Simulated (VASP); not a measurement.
Set up this calculation in VASP 6.6.1, as the native input.

```
Task                   : single point
Functional             : r2SCAN
Potentials or basis    : VASP PAW PBE potentials, release 64 (Bi_d, Te)
Cutoff                 : 520 eV
k mesh                 : 12 × 12 × 12
Occupations            : gaussian, width 0.1 eV
Spin                   : no spin polarisation
Dipole correction      : no
Further INCAR settings : ALGO = Normal; EDIFF = 1e-07; NBANDS = 18
```

The system is BiTe.

```xyz
2
Lattice="0.0000 3.1624 3.1624 3.1624 0.0000 3.1624 3.1624 3.1624 0.0000" Properties=species:S:1:pos:R:3 pbc="T T T"
Bi    0.0000    0.0000    0.0000
Te    3.1624    3.1624    3.1624
```

The input as run:

POSCAR

```
BiTe
1.0
    0.0000000000      3.1624232583      3.1624232583
    3.1624232583      0.0000000000      3.1624232583
    3.1624232583      3.1624232583      0.0000000000
Bi Te
1 1
Direct
    0.0000000000      0.0000000000      0.0000000000
    0.5000000000      0.5000000000      0.5000000000
```

INCAR.step1

```
PREC = Accurate
ENCUT = 520
ISMEAR = 0
SIGMA = 0.1
LREAL = False
LASPH = True
NELM = 60
NBANDS = 18
GGA = PE
ALGO = Normal
EDIFF = 1E-4
LWAVE = True
LCHARG = False
```

INCAR.step2

```
PREC = Accurate
ENCUT = 520
EDIFF = 1E-7
ISMEAR = 0
SIGMA = 0.1
LREAL = False
LASPH = True
NELM = 60
ALGO = Normal
ISIF = 2
LWAVE = False
LCHARG = False
METAGGA = R2SCAN
LMIXTAU = True
NBANDS = 18
ISTART = 1
```

KPOINTS

```
Automatic mesh
0
Gamma
  12 12 12
```

Potentials or basis: VASP PAW PBE potentials, release 64 (Bi_d, Te).

Run with:

```console
$ cat potpaw_PBE.64/Bi_d/POTCAR potpaw_PBE.64/Te/POTCAR > POTCAR
$ cp INCAR.step1 INCAR
$ mpirun -np 1 vasp_std > vasp.out
$ cp INCAR.step2 INCAR
$ mpirun -np 1 vasp_std > vasp.out
```

It gave:

- Pressure: 4.0 GPa
- Band gap on the k mesh: zero (an odd number of electrons rules out a gap without spin polarisation)

Caveat: the cell stands under pressure; the PAW data sets were made with another functional, which shifts forces and pressure a little; spin-orbit coupling is left out, which moves the levels of the heavy elements.

Wall time 5.7 min on 1 thread of Intel(R) Xeon(R) Platinum 8259CL CPU @ 2.50GHz (Skylake/Cascade Lake) (shared host), peak memory 0.26 GiB.
